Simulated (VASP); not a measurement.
# Mg (I4/mmm) in VASP: a series of runs

Mg is run at these levels: PBE; tasks: single point.

All numbers are computed with VASP 6.6.1; they aren't measurements. Logs are shortened: lines on timing, memory, paths and dates and some standing lists are left out, and cuts for length are marked.

## 1. The cell of the first run

It takes space group I4/mmm (No. 139, tetragonal). Conventional cell: a = 3.671 Å, b = 3.671 Å, c = 3.478 Å, α = 90.00°, β = 90.00°, γ = 90.00°. Within 4.1 Å of Mg (site symmetry 4/mmm) lie 14 Mg at 3.12 to 3.67 Å.

## 2. Single point, PBE (strain along c alone, the other axes held: +2.0 %)

INCAR

```
SYSTEM = Mg
PREC = Accurate
ENCUT = 520
EDIFF = 1E-6
ISMEAR = 0
SIGMA = 0.1
LREAL = .False.
LASPH = .True.
NELM = 100
ALGO = Normal
ISIF = 2
LWAVE = .False.
LCHARG = .False.
GGA = PE
NBANDS = 9
```

KPOINTS

```
regular mesh
0
Gamma
  12 12 12
  0 0 0
```

POSCAR

```
Mg
1.0
    3.6711586697      0.0000000000      0.0000000000
    0.0000000000      3.6711586697      0.0000000000
    0.0000000000      0.0000000000      3.4780251303
Mg
2
Direct
    0.0000000000      0.0000000000      0.0000000000
    0.5000000000      0.5000000000      0.5000000000
```

Potentials or basis: VASP PAW PBE potentials, release 64 (Mg).

Started as:

```bash
$ cat potpaw_PBE.64/Mg/POTCAR > POTCAR
$ mpirun -np 1 vasp_std > vasp.out
```

OUTCAR:

```text
SYSTEM = Mg
   PREC = Accurate
   ENCUT = 520
   EDIFF = 1E-6
   ISMEAR = 0
   LREAL = .False.
   LASPH = .True.
   NELM = 100
   ISIF = 2
   GGA = PE

 ion  position               nearest neighbor table
   1  0.000  0.000  0.000-   2 3.12   2 3.12   2 3.12   2 3.12   2 3.12   2 3.12   2 3.12   2 3.12

   2  0.500  0.500  0.500-   1 3.12   1 3.12   1 3.12   1 3.12   1 3.12   1 3.12   1 3.12   1 3.12

  LATTYP: Found a simple tetragonal cell.
 ALAT       =     3.6711586697
 C/A-ratio  =     0.9473916666

  Lattice vectors:

 A1 = (   3.6711586697,   0.0000000000,   0.0000000000)
 A2 = (   0.0000000000,   3.6711586697,   0.0000000000)
 A3 = (   0.0000000000,   0.0000000000,   3.4780251303)

Analysis of symmetry for initial positions (statically):
=====================================================================
 Subroutine PRICEL returns following result:

  LATTYP: Found a body centered tetragonal cell.
 ALAT       =     3.6711586697
 C/A-ratio  =     0.9473916666

  Lattice vectors:

 A1 = (  -1.8355793349,  -1.8355793349,  -1.7390125651)
 A2 = (   1.8355793349,   1.8355793349,  -1.7390125651)
 A3 = (   1.8355793349,  -1.8355793349,   1.7390125651)

   2 primitive cells build up your supercell.

 Routine SETGRP: Setting up the symmetry group for a
 simple tetragonal supercell.

 Subroutine GETGRP returns: Found 16 space group operations
 (whereof 16 operations were pure point group operations)
 out of a pool of 16 trial point group operations.

The static configuration has the point symmetry D_4h.

Analysis of symmetry for dynamics (positions and initial velocities):
=====================================================================
 Subroutine PRICEL returns following result:

  LATTYP: Found a body centered tetragonal cell.
 ALAT       =     3.6711586697
 C/A-ratio  =     0.9473916666

  Lattice vectors:

 A1 = (  -1.8355793349,  -1.8355793349,  -1.7390125651)
 A2 = (   1.8355793349,   1.8355793349,  -1.7390125651)
 A3 = (   1.8355793349,  -1.8355793349,   1.7390125651)

   2 primitive cells build up your supercell.

 Routine SETGRP: Setting up the symmetry group for a
 simple tetragonal supercell.

 Subroutine GETGRP returns: Found 16 space group operations
 (whereof 16 operations were pure point group operations)
 out of a pool of 16 trial point group operations.

The dynamic configuration has the point symmetry D_4h.

 Subroutine INISYM returns: Found 16 space group operations
 (whereof 16 operations are pure point group operations),
 and found     2 'primitive' translations

----------------------------------------------------------------------------------------

                                     Primitive cell

  volume of cell :      23.4374

  direct lattice vectors                    reciprocal lattice vectors
    -1.835579335 -1.835579335 -1.739012565     0.000000000 -0.272393566 -0.287519487
     1.835579335  1.835579335 -1.739012565     0.272393566  0.000000000 -0.287519487
     1.835579335 -1.835579335  1.739012565     0.272393566 -0.272393566  0.000000000

  length of vectors
     3.124558799  3.124558799  3.124558799     0.396062760  0.396062760  0.385222675

  position of ions in fractional coordinates (direct lattice)
     0.000000000  0.000000000  0.000000000

  ion indices of the primitive-cell ions
   primitive index   ion index
                 1           1

----------------------------------------------------------------------------------------

 KPOINTS: regular mesh

Automatic generation of k-mesh.
 Grid dimensions read from file:
 generate k-points for:   12   12   12

 Generating k-lattice:

  Cartesian coordinates                     Fractional coordinates (reciprocal lattice)
     0.022699464  0.000000000  0.000000000     0.083333333  0.000000000  0.000000000
     0.000000000  0.022699464  0.000000000     0.000000000  0.083333333  0.000000000
     0.000000000  0.000000000  0.023959957     0.000000000  0.000000000  0.083333333

  Length of vectors
     0.022699464  0.022699464  0.023959957

  Shift w.r.t. Gamma in fractional coordinates (k-lattice)
     0.000000000  0.000000000  0.000000000

 Subroutine IBZKPT returns following result:
 ===========================================

 Found    196 irreducible k-points:

 Following reciprocal coordinates:
            Coordinates               Weight
  0.000000  0.000000  0.000000      1.000000
  0.083333  0.000000  0.000000      4.000000
  0.166667  0.000000  0.000000      4.000000
  0.250000  0.000000  0.000000      4.000000
  0.333333  0.000000  0.000000      4.000000
  0.416667  0.000000  0.000000      4.000000
[... 16 lines left out ...]
  0.333333  0.333333  0.000000      4.000000
  0.416667  0.333333  0.000000      8.000000
 [... further k-points ...]
   k-points           NKPTS =    196   k-points in BZ     NKDIM =    196   number of bands    NBANDS=      9
   number of dos      NEDOS =    301   number of ions     NIONS =      2
   total plane-waves  NPLWV =  21952
   dimension x,y,z NGX =    28 NGY =   28 NGZ =   28
   dimension x,y,z NGXF=    56 NGYF=   56 NGZF=   56
   ions per type =               2
   NGX,Y,Z   is equivalent  to a cutoff of  12.68, 12.68, 13.38 a.u.
   NGXF,Y,Z  is equivalent  to a cutoff of  25.36, 25.36, 26.77 a.u.
 SYSTEM =  Mg
   PREC   = accura    normal or accurate (medium, high low for compatibility)
   ISTART =      0    job   : 0-new  1-cont  2-samecut
   ICHARG =      2    charge: 1-file 2-atom 10-const
   ISPIN  =      1    spin polarized calculation?
   LNONCOLLINEAR =      F non collinear calculations
   LSORBIT =      F    spin-orbit coupling
   LASPH  =      T    aspherical Exc in radial PAW
   ENCUT  =  520.0 eV  38.22 Ry    6.18 a.u.   6.83  6.83  6.47*2*pi/ulx,y,z
   NELM   =    100;   NELMIN=  2; NELMDL= -5     # of ELM steps
   EDIFF  = 0.1E-05   stopping-criterion for ELM
   LREAL  =      F    real-space projection
   EDIFFG = 0.1E-04   stopping-criterion for IOM
   NSW    =      0    number of steps for IOM
   IBRION =     -1    ionic relax: 0-MD 1-quasi-New 2-CG
   NFREE  =      0    steps in history (QN), initial steepest desc. (CG)
   ISIF   =      2    stress and relaxation
   ISYM   =      2    0-nonsym 1-usesym 2-fastsym
   POTIM  = 0.5000    time-step for ionic-motion
   TEBEG  =    0.0;   TEEND  =   0.0 temperature during run
   PSTRESS=    0.0 pullay stress
   NELECT =       4.0000    total number of electrons
   NUPDOWN=      -1.0000    fix difference up-down
   EMIN   =  10.00;   EMAX   =-10.00  energy-range for DOS
   EFERMI =   0.00;   METHOD = LEGACY
   ISMEAR =     0;   SIGMA  =   0.10  broadening in eV -4-tet -1-fermi 0-gaus
   EFERMI_NEDOS =   21; number of points for ismear=-14 and -15
   IALGO  =     38    algorithm
   IMIX   =      4    mixing-type and parameters
     AMIX     =   0.40;   BMIX     =  1.00
     AMIX_MAG =   1.60;   BMIX_MAG =  1.00
  volume/ion in A,a.u.               =      23.44       158.16
  Fermi-wavevector in a.u.,A,eV,Ry     =   0.720745  1.362011  7.067870  0.519474
  Thomas-Fermi vector in A             =   1.810276
   LORBIT       =      0    0 simple, 1 ext, 2 COOP (PROOUT), +10 PAW based schemes
   GGA     = PE    functional components
   LHFCALC =     F    Hartree Fock is set to
   AEXX    =    0.0000 exact exchange contribution
   IVDW    =     0    specifies the selected vdW correction
   LEPSILON=     F    determine dielectric tensor
   LRPA    =     F    only Hartree local field effects (RPA)
 non-spin polarized calculation
 Gauss-broadening in eV      SIGMA  =   0.10
  energy-cutoff  :      520.00
  volume of cell :       46.87
 maximum number of plane-waves:      1289
 NGX is ok and might be reduce to    28
   NGX = 13   NGY = 13   NGZ = 13

 number of electron       4.0000000 magnetization

 Free energy of the ion-electron system (eV)
  ---------------------------------------------------
  ext. energy  EPLUGINS =         0.00000000
  ---------------------------------------------------
  free energy    TOTEN  =        -2.95297932 eV

  energy without entropy =       -2.94827095  energy(sigma->0) =       -2.95062514

 E-fermi :   2.5472     XC(G=0):  -8.4306

 val. band max:        2.5467608001   @ k =   0.4167   0.0833   0.5000
 cond. band min:       2.5774114348   @ k =   0.5000   0.0000   0.4167
 fundamental gap:      0.0306506347
 Fermi energy:         2.5472240811

 k-point     1 :       0.0000    0.0000    0.0000
  band No.  band energies     occupation
      1      -4.3135      2.00000
      2       5.9334      0.00000
      3       5.9334      0.00000
      4       6.2880      0.00000
      5       6.6869      0.00000
      6       7.1929      0.00000
      7       9.9624      0.00000
      8      14.7312      0.00000
      9      15.8126      0.00000

 k-point     2 :       0.0833    0.0000    0.0000
  band No.  band energies     occupation
      1      -4.2357      2.00000
      2       4.6198      0.00000
      3       6.0006      0.00000
      4       6.6117      0.00000
      5       7.2593      0.00000
      6       7.6838      0.00000
      7      10.2351      0.00000
      8      13.9398      0.00000
      9      15.0719      0.00000

 k-point     3 :       0.1667    0.0000    0.0000
  band No.  band energies     occupation
      1      -4.0028      2.00000
      2       3.1582      0.00000
      3       6.2021      0.00000
      4       6.8501      0.00000
      5       7.4585      0.00000
      6       8.7758      0.00000
      7      11.2016      0.00000
      8      12.6547      0.00000
      9      13.8239      0.00000
[... 229 lines left out ...]
 k-point    23 :       0.3333    0.3333    0.0000
  band No.  band energies     occupation
      1      -1.8546      2.00000
      2       1.5080      2.00000
      3       1.9807      2.00000
      4       5.2485      0.00000
      5       9.3248      0.00000
      6      10.7089      0.00000
      7      12.3349      0.00000
      8      12.7957      0.00000
      9      13.8531      0.00000

 k-point    24 :       0.4167    0.3333    0.0000
  band No.  band energies     occupation
      1      -1.1743      2.00000
      2       0.6056      2.00000
      3       2.4366      1.88237
      4       4.1683      0.00000
      5       9.9260      0.00000
      6      11.4028      0.00000
      7      11.5180      0.00000
      8      13.1157      0.00000
      9      13.2224      0.00000

 [... further k-points ...]

------------------------ aborting loop because EDIFF is reached ----------------------------------------

  FORCE on cell =-STRESS in cart. coord.  units (eV):
  Direction    XX          YY          ZZ          XY          YZ          ZX
  --------------------------------------------------------------------------------------
  -------------------------------------------------------------------------------------
  Total       -0.1688745     -0.1688745     -0.4298215      0.0000000      0.0000000      0.0000000
  in kB       -5.7721243     -5.7721243    -14.6912810      0.0000000      0.0000000      0.0000000
  external PRESSURE =      -8.7451765 kB  Pullay stress =       0.0000000 kB

 VOLUME and BASIS-vectors are now :
 -----------------------------------------------------------------------------
  energy-cutoff  :      520.00
  volume of cell :       46.87
      direct lattice vectors                 reciprocal lattice vectors
     3.671158670  0.000000000  0.000000000     0.272393566  0.000000000  0.000000000
     0.000000000  3.671158670  0.000000000     0.000000000  0.272393566  0.000000000
     0.000000000  0.000000000  3.478025130     0.000000000  0.000000000  0.287519487

 POSITION                                       TOTAL-FORCE (eV/Angst)
 -----------------------------------------------------------------------------------
      0.00000      0.00000      0.00000         0.000000      0.000000      0.000000
      1.83558      1.83558      1.73901        -0.000000     -0.000000     -0.000000
 -----------------------------------------------------------------------------------
    total drift:                               -0.000000     -0.000000     -0.000000

  FREE ENERGIE OF THE ION-ELECTRON SYSTEM (eV)
  ---------------------------------------------------
  free  energy   TOTEN  =        -2.9529793170 eV

  energy  without entropy=       -2.9482709536  energy(sigma->0) =       -2.95062514
```

It took 35 s on 1 thread of Intel Xeon Platinum 8259CL at 2.50GHz (Skylake/Cascade Lake), shared host; peak memory 0.21 GiB.

Results:

| Property | Result |
| --- | --- |
| Free energy | -2.9530 eV |
| Pressure | -0.9 GPa |
| Band gap on the k mesh | zero (band 2 reaches 5.93 eV, above the bottom of band 3 at 1.37 eV) |

Stress tensor (GPa, compression positive):
```
-0.58  0.00  0.00
 0.00 -0.58  0.00
 0.00  0.00 -1.47
```

Caveat: the cell differs from its parent crystal (strain along c alone, the other axes held: +2.0 %).

## 3. Single point, PBE (strain along c alone, the other axes held: +3.0 %)

INCAR

```
PREC = Accurate ; ENCUT = 520
EDIFF = 1E-7 ; ISMEAR = 0
SIGMA = 0.1 ; LREAL = F
LASPH = T ; NELM = 100
ALGO = Normal ; ISIF = 2
LWAVE = F ; LCHARG = F
GGA = PE ; NBANDS = 9
```

KPOINTS

```
regular mesh
0
Gamma
  12 12 12
```

POSCAR: that of step 2 with these lines changed.

```diff
@@ -4,3 +4,3 @@
     0.0000000000      3.6711586697      0.0000000000
-    0.0000000000      0.0000000000      3.4780251303
+    0.0000000000      0.0000000000      3.5121234159
 Mg
```

Potentials or basis: VASP PAW PBE potentials, release 64 (Mg).

Started as:

```bash
$ cat potpaw_PBE.64/Mg/POTCAR > POTCAR
$ mpirun -np 1 vasp_std > vasp.out
```

It took 41 s on 1 thread of Intel Xeon Platinum 8259CL at 2.50GHz (Skylake/Cascade Lake), shared host; peak memory 0.21 GiB.

It converged, with:

```
Free energy            : -2.9485 eV
Pressure               : -1.2 GPa
Band gap on the k mesh : zero (band 2 reaches 5.93 eV, above the bottom of band 3 at 1.37 eV)
```

Stress tensor (GPa, compression positive):
```
-0.95  0.00  0.00
 0.00 -0.95  0.00
 0.00  0.00 -1.65
```

Levels at points of the mesh, in eV from the Fermi level:
| k point | band 1 | band 2 | band 3 | band 4 | band 5 | band 6 |
| --- | --- | --- | --- | --- | --- | --- |
| (0.00, 0.00, 0.00) | -6.81 | 3.44 | 3.44 | 3.79 | 4.14 | 4.46 |
| (0.50, 0.00, 0.00) | -4.05 | -4.05 | 5.87 | 5.87 | 6.78 | 6.78 |
| (0.50, 0.50, 0.00) | -1.56 | -1.56 | -1.12 | -1.12 | 9.05 | 9.05 |
| (0.00, 0.00, 0.50) | -3.79 | -3.79 | 6.10 | 6.10 | 6.10 | 6.10 |
| (0.50, 0.00, 0.50) | -1.37 | -1.37 | -0.80 | -0.80 | 8.28 | 8.28 |
| (0.50, 0.50, 0.50) | 1.14 | 1.14 | 1.25 | 1.25 | 1.25 | 1.25 |

Caveat: the cell differs from its parent crystal (strain along c alone, the other axes held: +3.0 %).
